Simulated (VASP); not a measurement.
# BiTe in VASP: a series of runs, part 2 of 2

VASP 6.6.1. Earlier steps stand in the parts before.

## Step 6: Single point, PBE

This run uses another cell than the first one, of 43.19 Å³/atom, 0.899 times its volume.

INCAR

```
PREC = Accurate
ENCUT = 520
EDIFF = 1E-7
ISMEAR = 0
SIGMA = 0.05
LREAL = F
LASPH = T
NELM = 80
ALGO = Normal
ISIF = 2
LWAVE = F
LCHARG = T
GGA = PE
LELF = T
LVHAR = T
NBANDS = 18
```

KPOINTS

```
regular mesh
0
Gamma
  8 8 8
```

POSCAR

```
BiTe
1.0
    0.0000000000      3.5085550357      3.5085550357
    3.5085550357      0.0000000000      3.5085550357
    3.5085550357      3.5085550357      0.0000000000
Bi Te
1 1
Direct
    0.0000000000      0.0000000000      0.0000000000
    0.2500000000      0.2500000000      0.2500000000
```

Potentials or basis: VASP PAW PBE potentials, release 64 (Bi_d, Te).

Launch:

```sh
> cat potpaw_PBE.64/Bi_d/POTCAR potpaw_PBE.64/Te/POTCAR > POTCAR
> mpirun -np 1 vasp_std > vasp.out
```

OUTCAR:

```text
PREC = Accurate
   ENCUT = 520
   EDIFF = 1E-7
   ISMEAR = 0
   LREAL = F
   LASPH = T
   NELM = 80
   ISIF = 2
   GGA = PE

 ion  position               nearest neighbor table
   1  0.000  0.000  0.000-   2 3.04   2 3.04   2 3.04   2 3.04
   2  0.250  0.250  0.250-   1 3.04   1 3.04   1 3.04   1 3.04

  LATTYP: Found a face centered cubic cell.
 ALAT       =     7.0171100714

  Lattice vectors:

 A1 = (   0.0000000000,   3.5085550357,   3.5085550357)
 A2 = (   3.5085550357,   0.0000000000,   3.5085550357)
 A3 = (   3.5085550357,   3.5085550357,   0.0000000000)

Analysis of symmetry for initial positions (statically):
=====================================================================
 Subroutine PRICEL returns:
 Original cell was already a primitive cell.

 Routine SETGRP: Setting up the symmetry group for a
 face centered cubic supercell.

 Subroutine GETGRP returns: Found 24 space group operations
 (whereof 24 operations were pure point group operations)
 out of a pool of 48 trial point group operations.

The static configuration has the point symmetry T_d .

Analysis of symmetry for dynamics (positions and initial velocities):
=====================================================================
 Subroutine PRICEL returns:
 Original cell was already a primitive cell.

 Routine SETGRP: Setting up the symmetry group for a
 face centered cubic supercell.

 Subroutine GETGRP returns: Found 24 space group operations
 (whereof 24 operations were pure point group operations)
 out of a pool of 48 trial point group operations.

The dynamic configuration has the point symmetry T_d .

 Subroutine INISYM returns: Found 24 space group operations
 (whereof 24 operations are pure point group operations),
 and found     1 'primitive' translations

----------------------------------------------------------------------------------------

[... 104 lines left out ...]
   NUPDOWN=      -1.0000    fix difference up-down
   EMIN   =  10.00;   EMAX   =-10.00  energy-range for DOS
   EFERMI =   0.00;   METHOD = LEGACY
   ISMEAR =     0;   SIGMA  =   0.05  broadening in eV -4-tet -1-fermi 0-gaus
   EFERMI_NEDOS =   21; number of points for ismear=-14 and -15
   IALGO  =     38    algorithm
   IMIX   =      4    mixing-type and parameters
     AMIX     =   0.40;   BMIX     =  1.00
     AMIX_MAG =   1.60;   BMIX_MAG =  1.00
  volume/ion in A,a.u.               =      43.19       291.46
  Fermi-wavevector in a.u.,A,eV,Ry     =   1.021746  1.930820 14.204006  1.043965
  Thomas-Fermi vector in A             =   2.155388
   LORBIT       =      0    0 simple, 1 ext, 2 COOP (PROOUT), +10 PAW based schemes
   GGA     = PE    functional components
   LHFCALC =     F    Hartree Fock is set to
   AEXX    =    0.0000 exact exchange contribution
   IVDW    =     0    specifies the selected vdW correction
   LEPSILON=     F    determine dielectric tensor
   LRPA    =     F    only Hartree local field effects (RPA)
 non-spin polarized calculation
 Gauss-broadening in eV      SIGMA  =   0.05
  energy-cutoff  :      520.00
  volume of cell :       86.38
 maximum number of plane-waves:      2346
 NGX is ok and might be reduce to    40
   NGX = 19   NGY = 19   NGZ = 19

 number of electron      21.0000000 magnetization

 Free energy of the ion-electron system (eV)
  ---------------------------------------------------
  ext. energy  EPLUGINS =         0.00000000
  ---------------------------------------------------
  free energy    TOTEN  =        -6.59571599 eV

  energy without entropy =       -6.59140164  energy(sigma->0) =       -6.59355881

 E-fermi :   4.7159     XC(G=0):  -8.1223

 val. band max:        4.7064878044   @ k =  -0.3750   0.3750   0.1250
 cond. band min:       4.7638226692   @ k =  -0.1250   0.1250   0.0000
 fundamental gap:      0.0573348648
 Fermi energy:         4.7159134625

 k-point     1 :       0.0000    0.0000    0.0000
  band No.  band energies     occupation
      1     -18.8168      2.00000
      2     -18.8168      2.00000
      3     -18.8168      2.00000
      4     -18.7980      2.00000
      5     -18.7980      2.00000
      6      -8.9297      2.00000
[... 481 lines left out ...]
      5     -18.7975      2.00000
      6      -7.6921      2.00000
[... 10 lines left out ...]
     17      11.5171      0.00000
     18      13.4975      0.00000

 [... further k-points ...]
[... 5 lines left out ...]
  --------------------------------------------------------------------------------------
  -------------------------------------------------------------------------------------
  Total        1.7434425      1.7434425      1.7434425      0.0000000      0.0000000      0.0000000
  in kB       32.3372681     32.3372681     32.3372681      0.0000000      0.0000000      0.0000000
  external PRESSURE =      32.3372681 kB  Pullay stress =       0.0000000 kB

 VOLUME and BASIS-vectors are now :
 -----------------------------------------------------------------------------
  energy-cutoff  :      520.00
  volume of cell :       86.38
      direct lattice vectors                 reciprocal lattice vectors
     0.000000000  3.508555036  3.508555036    -0.142508809  0.142508809  0.142508809
     3.508555036  0.000000000  3.508555036     0.142508809 -0.142508809  0.142508809
     3.508555036  3.508555036  0.000000000     0.142508809  0.142508809 -0.142508809

 POSITION                                       TOTAL-FORCE (eV/Angst)
 -----------------------------------------------------------------------------------
      0.00000      0.00000      0.00000         0.000000      0.000000      0.000000
      1.75428      1.75428      1.75428        -0.000000     -0.000000     -0.000000
 -----------------------------------------------------------------------------------
    total drift:                               -0.000000     -0.000000     -0.000000

  FREE ENERGIE OF THE ION-ELECTRON SYSTEM (eV)
  ---------------------------------------------------
  free  energy   TOTEN  =        -6.5957159922 eV

  energy  without entropy=       -6.5914016374  energy(sigma->0) =       -6.59355881
```

OSZICAR:

```text
N       E                     dE             d eps       ncg     rms          rms(c)
DAV:   1     0.158750366774E+03    0.15875E+03   -0.97323E+03  1044   0.105E+03
DAV:   2     0.584363324566E+01   -0.15291E+03   -0.14948E+03  1122   0.284E+02
DAV:   3    -0.630735402064E+01   -0.12151E+02   -0.12071E+02  1318   0.898E+01
DAV:   4    -0.663212132109E+01   -0.32477E+00   -0.32438E+00  1238   0.165E+01
DAV:   5    -0.664630852254E+01   -0.14187E-01   -0.14186E-01  1470   0.312E+00    0.750E+00
DAV:   6    -0.659701443991E+01    0.49294E-01   -0.13676E-01  1476   0.191E+00    0.483E+00
DAV:   7    -0.659649659316E+01    0.51785E-03   -0.50771E-02  1156   0.939E-01    0.438E-01
DAV:   8    -0.659556643893E+01    0.93015E-03   -0.84314E-03  1204   0.506E-01    0.240E-01
DAV:   9    -0.659571804736E+01   -0.15161E-03   -0.82762E-04  1144   0.158E-01    0.804E-02
DAV:  10    -0.659571521410E+01    0.28333E-05   -0.29060E-05  1290   0.327E-02    0.346E-02
DAV:  11    -0.659571504348E+01    0.17062E-06   -0.75990E-06  1120   0.146E-02    0.281E-02
DAV:  12    -0.659571545065E+01   -0.40717E-06   -0.36607E-07  1440   0.288E-03    0.119E-02
DAV:  13    -0.659571578533E+01   -0.33468E-06   -0.34122E-07   904   0.389E-03    0.448E-03
DAV:  14    -0.659571601644E+01   -0.23111E-06   -0.57775E-08   620   0.134E-03    0.419E-03
DAV:  15    -0.659571599222E+01    0.24219E-07   -0.17926E-08   602   0.959E-04
   1 F= -.65957160E+01 E0= -.65935588E+01  d E =-.431435E-02
```

stdout:

```text
POSCAR found type information on POSCAR BiTe
 POSCAR found :  2 types and       2 ions
 scaLAPACK will be used
 LDA part: xc-table for (Slater+PW92), standard interpolation
 POSCAR, INCAR and KPOINTS ok, starting setup
 FFT: planning ... GRIDC
 FFT: planning ... GRID_SOFT
 FFT: planning ... GRID
 WAVECAR not read
 entering main loop
```

It took 63 s on 1 thread of Intel Xeon Platinum 8259CL at 2.50GHz (Skylake/Cascade Lake), shared host; peak memory 0.25 GiB.

What came out:

| Quantity | Value |
| --- | --- |
| Free energy | -6.5957 eV |
| Pressure | 3.2 GPa |

Caveat: spin-orbit coupling is left out, which moves the levels of the heavy elements.

## Step 7: Overview

```tsv
cell	gap on the mesh (eV)	pressure (GPa)	largest force (eV/Å)
a = 5.123, b = 5.149, c = 5.149 Å, angles 59.7, 60.2, 60.2°, 2 atoms	none	-0.3	-
a = 5.123 Å, angles 60.0°, 2 atoms	none	0.0	0.01
a = 5.124, b = 5.200 Å, angles 59.5, 59.0, 59.5°, 2 atoms	none	-0.1	0.01
a = 4.912 Å, angles 60.0°, 2 atoms	none	4.6	-
a = 4.962 Å, angles 60.0°, 2 atoms	none	3.2	-
```

Alike in all rows: task single point; level PBE; potentials or basis VASP PAW PBE potentials, release 64 (Bi_d, Te); no spin polarisation; k mesh 8 × 8 × 8; cutoff (eV) 520; smearing gaussian 0.05 eV.

Caveats: spin-orbit coupling is left out, which moves the levels of the heavy elements.

Total energies depend on the potentials used, so only differences within one code and one set of settings carry meaning.
